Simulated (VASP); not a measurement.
A run of VASP 6.6.1 is set up as follows.

INCAR

```
PREC = Accurate
ENCUT = 520
EDIFF = 1E-6
ISMEAR = -1
SIGMA = 0.08
LREAL = F
LASPH = T
NELM = 80
ALGO = Normal
ISIF = 2
LWAVE = F
LCHARG = F
GGA = PE
NBANDS = 30
```

KPOINTS

```
regular mesh
0
Gamma
  14 14 4
```

Contents of POSCAR:

```
Ag
1.0
    2.9439228868      0.0000000000      0.0000000000
   -1.4719614434      2.5495120068      0.0000000000
    0.0000000000      0.0000000000     10.0000000000
Ag
4
Direct
    0.3333333333      0.6666666667      0.2500000000
    0.6666666667      0.3333333333      0.7500000000
    0.0000000000      0.0000000000      0.0000000000
    0.0000000000      0.0000000000      0.5000000000
```

Potentials or basis: VASP PAW PBE potentials, release 64 (Ag).

Command:

```console
$ cat potpaw_PBE.64/Ag/POTCAR > POTCAR
$ mpirun -np 1 vasp_std > vasp.out
```

Question: What does it give for the pressure?

Answer: -3.7 GPa.

Question: Predict the band gap on the k mesh.

Answer: Zero (bands 22 and 23 overlap by 5.89 eV).

Stress tensor (GPa, compression positive):
```
-2.80  0.00  0.00
 0.00 -2.80  0.00
 0.00  0.00 -5.56
```

Caveat: the cell differs from its parent crystal (equal xx and yy strain of +2 %); the cell stands under tension.
